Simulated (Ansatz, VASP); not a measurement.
One calculation of Sn, two programs

```
CELL_PARAMETERS angstrom
0.00000 -3.78257 0.00000
-3.78257 0.00000 0.00000
0.00000 0.00000 -3.78257
ATOMIC_POSITIONS crystal
Sn 0.55086 0.46368 0.39963
Sn 0.94914 0.03632 0.10037
```

Change from the starting cell: all atoms moved at random, sigma 0.25 Å a component.

Alike in both runs: task single point; functional r2SCAN; k mesh 10 × 10 × 10; occupations gaussian, width 0.15 eV; no spin polarisation.

```csv
,VASP,Ansatz
version,VASP 6.6.1,Ansatz 0.2.0
potentials or method,"VASP PAW PBE potentials, release 64 (Sn_d), cutoff 550 eV","scalar-relativistic, plane waves, PAW"
valence electrons in the cell,28,28
```

```tsv
	VASP	Ansatz	Ansatz less VASP
gap on the k mesh at the Fermi level (eV)	none	none	-
pressure (GPa)	12.6	12.5	-0.10
traceless stress, the component that is largest in VASP (GPa)	-8.77	-8.70	+0.072
rms of the force components (eV/Å)	2.351	2.331	-0.0199
```

VASP's potentials were made for PBE, not for r2SCAN. Atom by atom the forces differ by 0.020 eV/Å (rms over components). A gap of «none» marks a metal or a gap that the smearing closes. With one functional, cell and mesh, what is left measures potentials, basis and numerics.
